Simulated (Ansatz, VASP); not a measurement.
# One calculation of Ce2CoH, two programs

```
CELL_PARAMETERS angstrom
0.00000 5.33801 5.33801
5.33801 0.00000 5.33801
5.33801 5.33801 0.00000
ATOMIC_POSITIONS crystal
H 0.00000 0.00000 0.00000
H 0.50000 0.00000 0.00000
H 0.00000 0.00000 0.50000
H 0.00000 0.50000 0.00000
Ce 0.25000 0.25000 0.25000
Ce 0.25000 0.75000 0.75000
Ce 0.25000 0.25000 0.75000
Ce 0.75000 0.25000 0.75000
Ce 0.75000 0.25000 0.25000
Ce 0.75000 0.75000 0.75000
Ce 0.25000 0.75000 0.25000
Ce 0.75000 0.75000 0.25000
Co 0.50000 0.50000 0.50000
Co 0.00000 0.50000 0.50000
Co 0.50000 0.50000 0.00000
Co 0.50000 0.00000 0.50000
```

Alike in both runs: task single point; functional r2SCAN; k mesh 4 × 4 × 4; no spin polarisation.

|  | VASP | Ansatz |
| --- | --- | --- |
| version | VASP 6.6.1 | Ansatz 0.2.0 |
| potentials or method | VASP PAW PBE potentials, release 64 (H, Ce, Co), cutoff 520 eV | PAW plane waves |
| occupations | fermi-dirac, width 0.1 eV | fermi-dirac |
| valence electrons in the cell | 136 | 168 |

```tsv
	VASP	Ansatz	Ansatz less VASP
pressure (GPa)	0.0	0.2	+0.24
```

VASP's potentials were made for PBE, not for r2SCAN. VASP's potentials hold 136 valence electrons a cell and Ansatz's 168, so a difference there can come from the potentials and not from the codes.

Spin-orbit coupling is off throughout.
